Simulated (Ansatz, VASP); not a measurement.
**One calculation of PbO, two programs**

INCAR

```
  ALGO = Normal
  EDIFF = 1E-6
  ENCUT = 600
  GGA = PE
  GGA_COMPAT = False
  ISIF = 2
  ISMEAR = 0
  LASPH = True
  LCHARG = True
  LELF = True
  LREAL = False
  LVHAR = True
  LWAVE = False
  NBANDS = 28
  NELM = 120
  PREC = Accurate
  SIGMA = 0.02
```

File KPOINTS:

```
k-points
0
Gamma
  8 8 6
```

POSCAR

```
PbO
1.0
    3.9663717120      0.0000000000      0.0000000000
    0.0000000000      3.9663717120      0.0000000000
    0.0000000000      0.0000000000      4.9365255600
Pb O
2 2
Direct
    0.0000000000      0.5000000000      0.2308024037
    0.5000000000      0.0000000000      0.7752062888
    0.0000000000      0.0000000000     -0.0030043462
    0.5000000000      0.5000000000     -0.0030043462
```

Input for Ansatz:

```yaml
crystal:
  lattice:
    - [3.966371712, 0.0, 0.0]
    - [0.0, 3.966371712, 0.0]
    - [0.0, 0.0, 4.93652556]
  atoms:
    - { symbol: Pb, position: [0.0, 0.5, 0.2308024037] }
    - { symbol: Pb, position: [0.5, 0.0, 0.7752062888] }
    - { symbol: O, position: [0.0, 0.0, -0.0030043462] }
    - { symbol: O, position: [0.5, 0.5, -0.0030043462] }
basis:
  ecutwfc: 420
kpoints:
  mp_grid: { grid: [8, 8, 6] }
hamiltonian:
  xc: pbe
scf:
  occupations: { method: gaussian, width: 0.02 }
output:
  forces: true
  stress: true
  eigenvalues: true
```

Alike in both runs: task single point; functional PBE; k mesh 8 × 8 × 6; occupations gaussian, width 0.02 eV; no spin polarisation.

|  | VASP | Ansatz |
| --- | --- | --- |
| version | VASP 6.6.1 | Ansatz 0.2.0 |
| potentials or method | VASP PAW PBE potentials, release 64 (Pb_d, O), cutoff 600 eV | scalar-relativistic, plane waves, PAW |
| valence electrons in the cell | 40 | 40 |

|  | VASP | Ansatz | Ansatz less VASP |
| --- | --- | --- | --- |
| gap on the k mesh at the Fermi level (eV) | 1.41 | 1.40 | -0.008 |
| least direct gap on the mesh (eV) | 2.23 | 2.25 | +0.018 |
| pressure (GPa) | 9.1 | 9.0 | -0.07 |
| traceless stress, the component that is largest in VASP (GPa) | -0.37 | -0.34 | +0.030 |
| rms of the force components (eV/Å) | 0.633 | 0.614 | -0.0194 |

Atom by atom the forces differ by 0.020 eV/Å (rms over components).

Spin-orbit coupling is off throughout.
